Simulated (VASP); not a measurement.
# Zr (P6_3/mmc) in VASP: a series of runs, part 2 of 2

VASP 6.6.1. Earlier steps stand in the parts before.

### Step 3. Relaxation of shape and atoms at fixed volume, PBE

INCAR

```
SYSTEM = Zr
PREC = Accurate
ENCUT = 600
EDIFF = 1E-6
ISMEAR = 0
SIGMA = 0.05
LREAL = .FALSE.
LASPH = .TRUE.
NELM = 80
ALGO = Fast
ISIF = 4
LWAVE = .FALSE.
LCHARG = .FALSE.
GGA = PE
IBRION = 2
NSW = 60
EDIFFG = -0.01
```

KPOINTS

```
regular mesh
0
G
  16 16 10
  0 0 0
```

POSCAR

```
Zr
1.0
    3.2320000000      0.0000000000      0.0000000000
   -1.6160000000      2.7989941050      0.0000000000
    0.0000000000      0.0000000000      5.1470000000
Zr
2
Direct
    0.3333333333      0.6666666667      0.2500000000
    0.6666666667      0.3333333333      0.7500000000
```

Potentials or basis: VASP PAW PBE potentials, release 64 (Zr_sv).

Started as:

```
cat potpaw_PBE.64/Zr_sv/POTCAR > POTCAR
mpirun -np 1 vasp_std > vasp.out
```

OUTCAR:

```text
SYSTEM = Zr
   PREC = Accurate
   ENCUT = 600
   EDIFF = 1E-6
   ISMEAR = 0
   LREAL = .FALSE.
   LASPH = .TRUE.
   NELM = 80
   ISIF = 4
   GGA = PE
   IBRION = 2
   NSW = 60
   EDIFFG = -0.01

 ion  position               nearest neighbor table
   1  0.333  0.667  0.250-   2 3.18   2 3.18   2 3.18   2 3.18   2 3.18   2 3.18
   2  0.667  0.333  0.750-   1 3.18   1 3.18   1 3.18   1 3.18   1 3.18   1 3.18

  LATTYP: Found a hexagonal cell.
 ALAT       =     3.2320000000
 C/A-ratio  =     1.5925123762

  Lattice vectors:

 A1 = (   3.2320000000,   0.0000000000,   0.0000000000)
 A2 = (  -1.6160000000,   2.7989941050,   0.0000000000)
 A3 = (   0.0000000000,   0.0000000000,   5.1470000000)

Analysis of symmetry for initial positions (statically):
=====================================================================
 Subroutine PRICEL returns:
 Original cell was already a primitive cell.

 Routine SETGRP: Setting up the symmetry group for a
 hexagonal supercell.

 Subroutine GETGRP returns: Found 24 space group operations
 (whereof 12 operations were pure point group operations)
 out of a pool of 24 trial point group operations.

The static configuration has the point symmetry D_3d.
 The point group associated with its full space group is D_6h.

Analysis of symmetry for dynamics (positions and initial velocities):
=====================================================================
 Subroutine PRICEL returns:
 Original cell was already a primitive cell.

 Routine SETGRP: Setting up the symmetry group for a
 hexagonal supercell.

 Subroutine GETGRP returns: Found 24 space group operations
 (whereof 12 operations were pure point group operations)
 out of a pool of 24 trial point group operations.

The dynamic configuration has the point symmetry D_3d.
 The point group associated with its full space group is D_6h.

 Subroutine INISYM returns: Found 24 space group operations
 (whereof 12 operations are pure point group operations),
 and found     1 'primitive' translations

----------------------------------------------------------------------------------------

                                     Primitive cell

  volume of cell :      46.5616

  direct lattice vectors                    reciprocal lattice vectors
     3.232000000  0.000000000  0.000000000     0.309405941  0.178635603  0.000000000
    -1.616000000  2.798994105  0.000000000     0.000000000  0.357271206  0.000000000
     0.000000000  0.000000000  5.147000000     0.000000000  0.000000000  0.194287935

  length of vectors
     3.232000000  3.232000000  5.147000000     0.357271206  0.357271206  0.194287935

  position of ions in fractional coordinates (direct lattice)
     0.333333333  0.666666667  0.250000000
     0.666666667  0.333333333  0.750000000

  ion indices of the primitive-cell ions
   primitive index   ion index
                 1           1
                 2           2

----------------------------------------------------------------------------------------
[... 28 lines left out ...]
  0.062500  0.000000  0.000000      6.000000
  0.125000  0.000000  0.000000      6.000000
  0.187500  0.000000  0.000000      6.000000
  0.250000  0.000000  0.000000      6.000000
  0.312500  0.000000  0.000000      6.000000
[... 16 lines left out ...]
  0.187500  0.187500  0.000000      6.000000
  0.250000  0.187500  0.000000     12.000000
 [... further k-points ...]
   k-points           NKPTS =    180   k-points in BZ     NKDIM =    180   number of bands    NBANDS=     16
   number of dos      NEDOS =    301   number of ions     NIONS =      2
   total plane-waves  NPLWV =  32928
   dimension x,y,z NGX =    28 NGY =   28 NGZ =   42
   dimension x,y,z NGXF=    56 NGYF=   56 NGZF=   84
   ions per type =               2
   NGX,Y,Z   is equivalent  to a cutoff of  14.40, 14.40, 13.57 a.u.
   NGXF,Y,Z  is equivalent  to a cutoff of  28.80, 28.80, 27.13 a.u.
 SYSTEM =  Zr
   PREC   = accura    normal or accurate (medium, high low for compatibility)
   ISTART =      0    job   : 0-new  1-cont  2-samecut
   ICHARG =      2    charge: 1-file 2-atom 10-const
   ISPIN  =      1    spin polarized calculation?
   LNONCOLLINEAR =      F non collinear calculations
   LSORBIT =      F    spin-orbit coupling
   LASPH  =      T    aspherical Exc in radial PAW
   ENCUT  =  600.0 eV  44.10 Ry    6.64 a.u.   6.46  6.46 10.28*2*pi/ulx,y,z
   NELM   =     80;   NELMIN=  2; NELMDL= -5     # of ELM steps
   EDIFF  = 0.1E-05   stopping-criterion for ELM
   LREAL  =      F    real-space projection
   EDIFFG = -.1E-01   stopping-criterion for IOM
   NSW    =     60    number of steps for IOM
   IBRION =      2    ionic relax: 0-MD 1-quasi-New 2-CG
   NFREE  =      1    steps in history (QN), initial steepest desc. (CG)
   ISIF   =      4    stress and relaxation
   ISYM   =      2    0-nonsym 1-usesym 2-fastsym
   POTIM  = 0.5000    time-step for ionic-motion
   TEBEG  =    0.0;   TEEND  =   0.0 temperature during run
   PSTRESS=    0.0 pullay stress
   NELECT =      24.0000    total number of electrons
   NUPDOWN=      -1.0000    fix difference up-down
   EMIN   =  10.00;   EMAX   =-10.00  energy-range for DOS
   EFERMI =   0.00;   METHOD = LEGACY
   ISMEAR =     0;   SIGMA  =   0.05  broadening in eV -4-tet -1-fermi 0-gaus
   EFERMI_NEDOS =   21; number of points for ismear=-14 and -15
   IALGO  =     68    algorithm
   IMIX   =      4    mixing-type and parameters
     AMIX     =   0.40;   BMIX     =  1.00
     AMIX_MAG =   1.60;   BMIX_MAG =  1.00
  volume/ion in A,a.u.               =      23.28       157.11
  Fermi-wavevector in a.u.,A,eV,Ry     =   1.312611  2.480475 23.442130  1.722948
  Thomas-Fermi vector in A             =   2.442991
   LORBIT       =      0    0 simple, 1 ext, 2 COOP (PROOUT), +10 PAW based schemes
   GGA     = PE    functional components
   LHFCALC =     F    Hartree Fock is set to
   AEXX    =    0.0000 exact exchange contribution
   IVDW    =     0    specifies the selected vdW correction
   LEPSILON=     F    determine dielectric tensor
   LRPA    =     F    only Hartree local field effects (RPA)
 conjugate gradient relaxation of ions
 non-spin polarized calculation
 RMM-DIIS sequential band-by-band and
 Gauss-broadening in eV      SIGMA  =   0.05
  energy-cutoff  :      600.00
  volume of cell :       46.56
 maximum number of plane-waves:      1578
 NGX is ok and might be reduce to    28
   NGX = 13   NGY = 13   NGZ = 21

--------------------------------------- Ionic step        1  -------------------------------------------

 number of electron      24.0000000 magnetization

 Free energy of the ion-electron system (eV)
  ---------------------------------------------------
  ext. energy  EPLUGINS =         0.00000000
  ---------------------------------------------------
  free energy    TOTEN  =       -17.04296410 eV

  energy without entropy =      -17.04066960  energy(sigma->0) =      -17.04181685

------------------------ aborting loop because EDIFF is reached ----------------------------------------

  FORCE on cell =-STRESS in cart. coord.  units (eV):
  Direction    XX          YY          ZZ          XY          YZ          ZX
  --------------------------------------------------------------------------------------
  -------------------------------------------------------------------------------------
  Total        0.0953154      0.0953154      0.2343051      0.0000000      0.0000000     -0.0000000
  in kB        3.2797910      3.2797910      8.0624077      0.0000000      0.0000000     -0.0000000
  external PRESSURE =       4.8739965 kB  Pullay stress =       0.0000000 kB
[... 59 lines left out ...]
--------------------------------------- Ionic step        3  -------------------------------------------

 number of electron      24.0000000 magnetization

 Free energy of the ion-electron system (eV)
  ---------------------------------------------------
  ext. energy  EPLUGINS =         0.00000000
  ---------------------------------------------------
  free energy    TOTEN  =       -17.04320740 eV

  energy without entropy =      -17.04092712  energy(sigma->0) =      -17.04206726

 E-fermi :   9.0018     XC(G=0): -11.0824

 val. band max:        8.9999087273   @ k =   0.1250   0.0625   0.3000
 cond. band min:       9.0162696107   @ k =   0.0000   0.0000   0.5000
 fundamental gap:      0.0163608834
 Fermi energy:         9.0017607042

 k-point     1 :       0.0000    0.0000    0.0000
  band No.  band energies     occupation
      1     -39.8449      2.00000
      2     -39.6932      2.00000
      3     -18.3652      2.00000
      4     -17.4926      2.00000
      5     -17.4926      2.00000
      6     -17.3684      2.00000
[... 433 lines left out ...]
      3     -18.0136      2.00000
      4     -18.0099      2.00000
      5     -17.9439      2.00000
      6     -17.7046      2.00000
[... 8 lines left out ...]
     15      10.0878      0.00000
     16      12.0127      0.00000

 [... further k-points ...]
[... 5 lines left out ...]
  --------------------------------------------------------------------------------------
  -------------------------------------------------------------------------------------
  Total        0.1297448      0.1297448      0.1491310      0.0000000      0.0000000      0.0000000
  in kB        4.4645032      4.4645032      5.1315773      0.0000000      0.0000000      0.0000000
  external PRESSURE =       4.6868612 kB  Pullay stress =       0.0000000 kB
[... 17 lines left out ...]
  FREE ENERGIE OF THE ION-ELECTRON SYSTEM (eV)
  ---------------------------------------------------
  free  energy   TOTEN  =       -17.0432074026 eV

  energy  without entropy=      -17.0409271235  energy(sigma->0) =      -17.04206726

 reached required accuracy - stopping structural energy minimisation
```

OSZICAR:

```text
N       E                     dE             d eps       ncg     rms          rms(c)
DAV:   1     0.239405509783E+03    0.23941E+03   -0.14629E+04  5768   0.166E+03
DAV:   2    -0.227232193071E+01   -0.24168E+03   -0.23944E+03  7240   0.438E+02
[... 28 lines left out ...]
DAV:   1    -0.170434034227E+02   -0.22717E-03   -0.13115E-02  6464   0.108E+00    0.803E-02
RMM:   2    -0.170432447936E+02    0.15863E-03   -0.23536E-04  6283   0.139E-01    0.388E-02
RMM:   3    -0.170432022121E+02    0.42581E-04   -0.15754E-04  6621   0.971E-02    0.613E-03
RMM:   4    -0.170432060969E+02   -0.38848E-05   -0.39617E-05  6967   0.342E-02    0.281E-03
RMM:   5    -0.170432071870E+02   -0.10902E-05   -0.11292E-05  5232   0.157E-02    0.137E-03
RMM:   6    -0.170432074026E+02   -0.21553E-06   -0.25978E-06  4382   0.749E-03
   3 F= -.17043207E+02 E0= -.17042067E+02  d E =-.243298E-03
```

CONTCAR:

```text
Zr
   1.00000000000000
     3.2269272494739059    0.0000000000000000   -0.0000000000000000
    -1.6134636247369529    2.7946009741771882    0.0000000000000000
     0.0000000000000000    0.0000000000000000    5.1631949539286870
  Zr
     2
Direct
     0.3333333332999970    0.6666666667000030    0.2500000000000000
     0.6666666667000030    0.3333333332999970    0.7500000000000000

  0.00000000E+00  0.00000000E+00  0.00000000E+00
  0.00000000E+00  0.00000000E+00  0.00000000E+00
```

It took 3.5 min on 1 thread of Intel Xeon Platinum 8488C (Sapphire Rapids), shared host; peak memory 0.28 GiB.

What came out:

```
Free energy               : -17.0432 eV
Energy gained by relaxing : 0.1 meV/atom
Ionic steps               : 3
Pressure after relaxing   : 0.5 GPa
Band gap on the k mesh    : zero (band 12 reaches 9.90 eV, above the bottom of band 13 at 8.72 eV)
```

The path:
| step | energy change (eV) | largest force (eV/Å) | pressure (GPa) | volume (Å³) |
| --- | --- | --- | --- | --- |
| 1 | 0.0000 | 0.0000 | 0.49 | 46.56 |
| 2 | -0.0002 | 0.0000 | 0.48 | 46.56 |
| 3 | -0.0002 | 0.0000 | 0.47 | 46.56 |

Final structure:
```
Zr
1.0
     3.22693    0.00000    0.00000
    -1.61346    2.79460    0.00000
     0.00000    0.00000    5.16319
Zr
2
Cartesian
  0.0000 1.8631 1.2908
  1.6135 0.9315 3.8724
```
